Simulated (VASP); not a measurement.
BaTiO3:

```xyz
10
Lattice="3.9998 0.0000 0.0000 0.0000 3.9998 0.0000 0.0000 0.0000 8.0360" Properties=species:S:1:pos:R:3 pbc="T T T"
Ba    3.9971    0.0060    0.0165
Ba    0.0027    3.9938    4.0015
Ti    1.9573    1.9913    1.9280
Ti    2.0425    2.0085    5.9633
O     2.0111    2.0083    0.0866
O     1.9887    1.9915    4.0600
O     2.0226    0.0067    2.0741
O     1.9772    3.9931    6.0825
O     0.0311    1.9987    2.1106
O     3.9687    2.0011    6.0460
```

Base run:

| Quantity | Value |
| --- | --- |
| Program | VASP 6.6.1 |
| Functional | PBE |
| Potentials or basis | VASP PAW PBE potentials, release 64 (Ba_sv, Ti_sv, O) |
| Cutoff | 520 eV |
| k mesh | 7 × 7 × 4 |
| Occupations | fermi-dirac, width 0.05 eV |
| Spin | no spin polarisation |

Its results: band gap on the k mesh 1.99 eV; pressure 4.9 GPa; largest force 1.015 eV/Å.

Q: The run is repeated on the same cell with these changes: k mesh from 7 × 7 × 4 to 3 × 3 × 2; further incar settings from ALGO = Normal; EDIFF = 1e-06; NBANDS = 51 to ALGO = Normal; EDIFF = 1e-07; NBANDS = 51. What comes out?

A: Band gap on the k mesh 2.14 eV; pressure 5.0 GPa; largest force 1.011 eV/Å.

Caveats: some runs use coarse meshes; spin-orbit coupling is left out, which moves the levels of the heavy elements; an odd mesh through Γ misses points on the zone boundary, where band edges can lie; forces of over 1 eV/Å act on the atoms, so gaps and moduli don't describe the material at rest; the cell stands under pressure (at least some runs).
